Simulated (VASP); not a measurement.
Wanted: the native input for a VASP 6.6.1 run.

```
Task                   : single point
Functional             : PBE
Potentials or basis    : VASP PAW PBE potentials, release 64 (Zn)
Cutoff                 : 520 eV
k mesh                 : 24 × 24 × 10
Occupations            : gaussian, width 0.15 eV
Spin                   : no spin polarisation
Dipole correction      : no
Further INCAR settings : ALGO = Fast; EDIFF = 1e-06; NBANDS = 19
```

The structure of Zn lies in POSCAR:

```
Zn
1.0
    2.6647980532      0.0000000000      0.0000000000
   -1.3323990266      2.3077828100      0.0000000000
    0.0000000000      0.0000000000      4.9467000000
Zn
2
Direct
    0.3174728545      0.7099983006      0.2500000000
    0.6666666667      0.3333333333      0.7500000000
```

This cell differs from its parent crystal: atom 1 (Zn) moved by (-0.100, +0.100) A along x and y.

These files were run (other wordings do the same):

INCAR

```
ALGO = Fast ; EDIFF = 1E-6
ENCUT = 520 ; GGA = PE
ISIF = 2 ; ISMEAR = 0
LASPH = T ; LCHARG = F
LREAL = F ; LWAVE = F
NBANDS = 19 ; NELM = 100
PREC = Accurate ; SIGMA = 0.15
```

KPOINTS

```
k-points
0
Gamma
  24 24 10
```

Potentials or basis: VASP PAW PBE potentials, release 64 (Zn).

Launch:

```bash
$ cat potpaw_PBE.64/Zn/POTCAR > POTCAR
$ mpirun -np 1 vasp_std > vasp.out
```

It gave:

The pressure is 0.2 GPa. The largest force is 0.066 eV/Å. The band gap on the k mesh is zero (bands 12 and 13 overlap by 4.52 eV).

Caveat: the cell differs from its parent crystal (atom 1 (Zn) moved by (-0.100, +0.100) A along x and y).

Run time: 6.7 min on 1 thread of Intel(R) Xeon(R) Platinum 8488C (Sapphire Rapids), on a shared host, peak memory 0.84 GiB.
